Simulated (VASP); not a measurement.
Wanted: the native input for a VASP 6.6.1 run.

* Task: single point
* Functional: PBE
* Potentials or basis: VASP PAW PBE potentials, release 64 (K_sv, Cl)
* Cutoff: 520 eV
* k mesh: 6 × 6 × 6
* Occupations: gaussian, width 0.05 eV
* Spin: no spin polarisation
* Dipole correction: no
* Further INCAR settings: ALGO = Normal; EDIFF = 1e-06; NBANDS = 15

The structure of KCl lies in POSCAR:

```
KCl
1.0
    0.0000000000      3.1561000000      2.9036120000
    3.1561000000      0.0000000000      2.9036120000
    3.1561000000      3.1561000000      0.0000000000
K Cl
1 1
Direct
    0.0000000000      0.0000000000      0.0000000000
    0.5000000000      0.5000000000      0.5000000000
```

This cell differs from its parent crystal: strain +0.000 along x and y, -0.080 along z.

These files were run (other wordings do the same):

INCAR

```
SYSTEM = KCl
PREC = Accurate
ENCUT = 520
EDIFF = 1E-6
ISMEAR = 0
SIGMA = 0.05
LREAL = .False.
LASPH = .True.
NELM = 60
ALGO = Normal
ISIF = 2
LWAVE = .False.
LCHARG = .False.
GGA = PE
NBANDS = 15
```

KPOINTS

```
regular mesh
0
Gamma
  6 6 6
  0 0 0
```

Potentials or basis: VASP PAW PBE potentials, release 64 (K_sv, Cl).

Command:

```bash
$ cat potpaw_PBE.64/K_sv/POTCAR potpaw_PBE.64/Cl/POTCAR > POTCAR
$ mpirun -np 1 vasp_std > vasp.out
```

Results of the run:

```json
{
  "Pressure": "3.1 GPa",
  "Band gap on the k mesh": "5.33 eV, direct"
}
```

Caveat: the cell differs from its parent crystal (strain +0.000 along x and y, -0.080 along z).

Wall time 41 s on 1 thread of AMD EPYC 7R13 (shared host), peak memory 0.16 GiB.
